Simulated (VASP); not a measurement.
# SiO2 (Ia-3) in VASP: notebook, part 2 of 2

VASP 6.6.1. The steps go on from the part before.

## Step 3: Single point, r2SCAN (11.43 Å³/atom)

This run uses another cell than the first one, of 11.43 Å³/atom.

File POSCAR:

```
SiO2
1.0
   -4.0928209032      4.0928209032      4.0928209032
    4.0928209032     -4.0928209032      4.0928209032
    4.0928209032      4.0928209032     -4.0928209032
Si O
8 16
Direct
    0.5000000000      0.0000000000      0.7757431204
    0.2757431204      0.2757431204      0.2757431204
    0.5000000000      0.0000000000      0.2242568796
    0.7242568796      0.7242568796      0.7242568796
    0.7757431204      0.5000000000      0.0000000000
    0.0000000000      0.2242568796      0.5000000000
    0.2242568796      0.5000000000      0.0000000000
    0.0000000000      0.7757431204      0.5000000000
    0.6973887956      0.9473887956      0.7500000000
    0.7500000000      0.6973887956      0.9473887956
    0.8026112044      0.5526112044      0.2500000000
    0.7500000000      0.1973887956      0.4473887956
    0.0526112044      0.2500000000      0.3026112044
    0.5000000000      0.0000000000      0.0000000000
    0.2500000000      0.8026112044      0.5526112044
    0.4473887956      0.7500000000      0.1973887956
    0.3026112044      0.0526112044      0.2500000000
    0.1973887956      0.4473887956      0.7500000000
    0.9473887956      0.7500000000      0.6973887956
    0.5000000000      0.5000000000      0.5000000000
    0.2500000000      0.3026112044      0.0526112044
    0.0000000000      0.5000000000      0.0000000000
    0.0000000000      0.0000000000      0.5000000000
    0.5526112044      0.2500000000      0.8026112044
```

File INCAR.step1:

```
SYSTEM = SiO2
PREC     = Accurate       ! precision mode
ENCUT    = 520            ! plane-wave cutoff, eV
ISMEAR   = 0              ! smearing method
SIGMA    = 0.02           ! smearing width, eV
LREAL    = Auto         
LASPH    = .True.         ! aspherical terms in the spheres
NELM     = 80             ! most SCF steps
NBANDS   = 82             ! bands
GGA      = PE             ! functional
ALGO     = Normal         ! electronic algorithm
EDIFF    = 1E-4           ! SCF threshold, eV
LWAVE    = .True.         ! write WAVECAR
LCHARG   = .False.        ! write CHGCAR
```

File INCAR.step2:

```
SYSTEM = SiO2
PREC     = Accurate       ! precision mode
ENCUT    = 520            ! plane-wave cutoff, eV
EDIFF    = 1E-6           ! SCF threshold, eV
ISMEAR   = 0              ! smearing method
SIGMA    = 0.02           ! smearing width, eV
LREAL    = Auto         
LASPH    = .True.         ! aspherical terms in the spheres
NELM     = 80             ! most SCF steps
ALGO     = Normal         ! electronic algorithm
ISIF     = 2              ! what is computed and relaxed
LWAVE    = .False.        ! write WAVECAR
LCHARG   = .True.         ! write CHGCAR
METAGGA  = R2SCAN         ! meta-GGA
LMIXTAU  = .True.       
LELF     = .True.         ! ELF
LVHAR    = .True.       
NBANDS   = 82             ! bands
ISTART   = 1
```

File KPOINTS:

```
regular mesh
0
Gamma
  4 4 4
  0 0 0
```

Potentials or basis: VASP PAW PBE potentials, release 64 (Si, O).

Launch:

```console
> cat potpaw_PBE.64/Si/POTCAR potpaw_PBE.64/O/POTCAR > POTCAR
> cp INCAR.step1 INCAR
> mpirun -np 1 vasp_std > vasp.out
> cp INCAR.step2 INCAR
> mpirun -np 1 vasp_std > vasp.out
```

It took 14 min on 1 thread of AMD EPYC 9R45 (Zen 5), shared host; peak memory 0.45 GiB.

Results (log left out):

* Free energy: -237.4726 eV
* Pressure: 5.7 GPa
* Largest force: 0.018 eV/Å
* Band gap on the k mesh: 6.99 eV (least direct gap 7.07 eV)

Forces on the atoms (eV/Å):
```
Si  -0.004 -0.004  0.004
Si  -0.004 -0.004 -0.004
Si   0.004  0.004 -0.004
Si   0.004  0.004  0.004
Si   0.004 -0.004 -0.004
Si   0.004 -0.004  0.004
Si  -0.004  0.004  0.004
Si  -0.004  0.004 -0.004
O    0.000  0.000  0.018
O    0.018  0.000  0.000
O    0.000  0.000 -0.018
O    0.018  0.000  0.000
O    0.000 -0.018  0.000
O    0.000  0.000  0.000
O   -0.018  0.000  0.000
O    0.000  0.018  0.000
O    0.000  0.000 -0.018
O    0.000  0.000  0.018
O    0.000  0.018  0.000
O    0.000  0.000  0.000
O   -0.018  0.000  0.000
O    0.000  0.000  0.000
O    0.000  0.000  0.000
O    0.000 -0.018  0.000
```

Levels at points of the mesh, in eV from the valence-band top:
| k point | band 60 | band 61 | band 62 | band 63 | band 64 | band 65 | band 66 | band 67 | band 68 | band 69 |
| --- | --- | --- | --- | --- | --- | --- | --- | --- | --- | --- |
| (0.00, 0.00, 0.00) | -0.43 | -0.43 | -0.09 | -0.09 | -0.09 | 6.99 | 8.73 | 9.03 | 9.03 | 10.35 |
| (0.50, 0.00, 0.00) | -0.32 | -0.18 | -0.18 | -0.11 | -0.11 | 8.77 | 8.77 | 9.97 | 9.97 | 10.12 |
| (0.50, 0.50, 0.50) | -0.06 | -0.06 | -0.06 | 0.00 | 0.00 | 9.54 | 9.54 | 9.54 | 9.65 | 9.65 |

Caveat: the cell stands under pressure; the PAW data sets were made with another functional, which shifts forces and pressure a little. A k mesh can miss the band edges.

## Step 4: Single point, r2SCAN (11.80 Å³/atom)

This run uses another cell than the first one, of 11.80 Å³/atom.

File POSCAR:

```
SiO2
1.0
   -4.1373115725      4.1373115725      4.1373115725
    4.1373115725     -4.1373115725      4.1373115725
    4.1373115725      4.1373115725     -4.1373115725
Si O
8 16
Direct
    0.5000000000      0.0000000000      0.7780596131
    0.2780596131      0.2780596131      0.2780596131
    0.5000000000      0.0000000000      0.2219403869
    0.7219403869      0.7219403869      0.7219403869
    0.7780596131      0.5000000000      0.0000000000
    0.0000000000      0.2219403869      0.5000000000
    0.2219403869      0.5000000000      0.0000000000
    0.0000000000      0.7780596131      0.5000000000
    0.6916398226      0.9416398226      0.7500000000
    0.7500000000      0.6916398226      0.9416398226
    0.8083601774      0.5583601774      0.2500000000
    0.7500000000      0.1916398226      0.4416398226
    0.0583601774      0.2500000000      0.3083601774
    0.5000000000      0.0000000000      0.0000000000
    0.2500000000      0.8083601774      0.5583601774
    0.4416398226      0.7500000000      0.1916398226
    0.3083601774      0.0583601774      0.2500000000
    0.1916398226      0.4416398226      0.7500000000
    0.9416398226      0.7500000000      0.6916398226
    0.5000000000      0.5000000000      0.5000000000
    0.2500000000      0.3083601774      0.0583601774
    0.0000000000      0.5000000000      0.0000000000
    0.0000000000      0.0000000000      0.5000000000
    0.5583601774      0.2500000000      0.8083601774
```

File INCAR.step1:

```
ALGO = Normal
EDIFF = 1E-4
ENCUT = 520
GGA = PE
ISMEAR = 0
LASPH = True
LCHARG = False
LREAL = Auto
LWAVE = True
NBANDS = 82
NELM = 100
PREC = Accurate
SIGMA = 0.02
```

File INCAR.step2:

```
ALGO = Normal
EDIFF = 1E-7
ENCUT = 520
ISIF = 2
ISMEAR = 0
ISTART = 1
LASPH = True
LCHARG = False
LMIXTAU = True
LREAL = Auto
LWAVE = False
METAGGA = R2SCAN
NBANDS = 82
NELM = 100
PREC = Accurate
SIGMA = 0.02
```

File KPOINTS:

```
k-points
0
Gamma
  4 4 4
```

Launch:

```console
> cat potpaw_PBE.64/Si/POTCAR potpaw_PBE.64/O/POTCAR > POTCAR
> cp INCAR.step1 INCAR
> mpirun -np 1 vasp_std > vasp.out
> cp INCAR.step2 INCAR
> mpirun -np 1 vasp_std > vasp.out
```

Run time: 15 min. Hardware: 1 thread of AMD EPYC 9R45 (Zen 5), shared host; peak memory 0.44 GiB.

It converged, with:

* Free energy: -237.7429 eV
* Pressure: 3.7 GPa
* Largest force: 0.016 eV/Å
* Band gap on the k mesh: 6.88 eV (least direct gap 6.94 eV)

Forces in eV/Å, atoms in the order of the input:
```
Si  -0.005 -0.005  0.005
Si  -0.005 -0.005 -0.005
Si   0.005  0.005 -0.005
Si   0.005  0.005  0.005
Si   0.005 -0.005 -0.005
Si   0.005 -0.005  0.005
Si  -0.005  0.005  0.005
Si  -0.005  0.005 -0.005
O    0.000  0.000  0.016
O    0.016  0.000  0.000
O    0.000  0.000 -0.016
O    0.016  0.000  0.000
O    0.000 -0.016  0.000
O    0.000  0.000  0.000
O   -0.016  0.000  0.000
O    0.000  0.016  0.000
O    0.000  0.000 -0.016
O    0.000  0.000  0.016
O    0.000  0.016  0.000
O    0.000  0.000  0.000
O   -0.016  0.000  0.000
O    0.000  0.000  0.000
O    0.000  0.000  0.000
O    0.000 -0.016  0.000
```

Levels at points of the mesh, in eV from the valence-band top:
| k point | band 62 | band 63 | band 64 | band 65 | band 66 | band 67 |
| --- | --- | --- | --- | --- | --- | --- |
| (0.00, 0.00, 0.00) | -0.06 | -0.06 | -0.06 | 6.88 | 8.80 | 9.19 |
| (0.50, 0.00, 0.00) | -0.16 | -0.07 | -0.07 | 8.62 | 8.62 | 9.92 |
| (0.50, 0.50, 0.50) | -0.02 | 0.00 | 0.00 | 9.49 | 9.49 | 9.49 |

Caveat: the cell stands under pressure; the PAW data sets were made with another functional, which shifts forces and pressure a little.

## Step 5: The runs side by side

```csv
cell,gap on the mesh (eV),pressure (GPa),largest force (eV/Å)
"a = 7.010 Å, angles 109.5°, 24 atoms, atomic positions A",7.09,8.0,0.03
"a = 7.089 Å, angles 109.5°, 24 atoms, atomic positions B",6.99,5.7,0.02
"a = 7.166 Å, angles 109.5°, 24 atoms, atomic positions C",6.88,3.7,0.02
```

Alike in all rows: task single point; level r2SCAN; potentials or basis VASP PAW PBE potentials, release 64 (Si, O); no spin polarisation; k mesh 4 × 4 × 4; cutoff (eV) 520; smearing gaussian 0.02 eV.

Caveats: the cell stands under pressure; the PAW data sets were made with another functional, which shifts forces and pressure a little.

Total energies depend on the potentials used, so only differences within one code and one set of settings carry meaning.
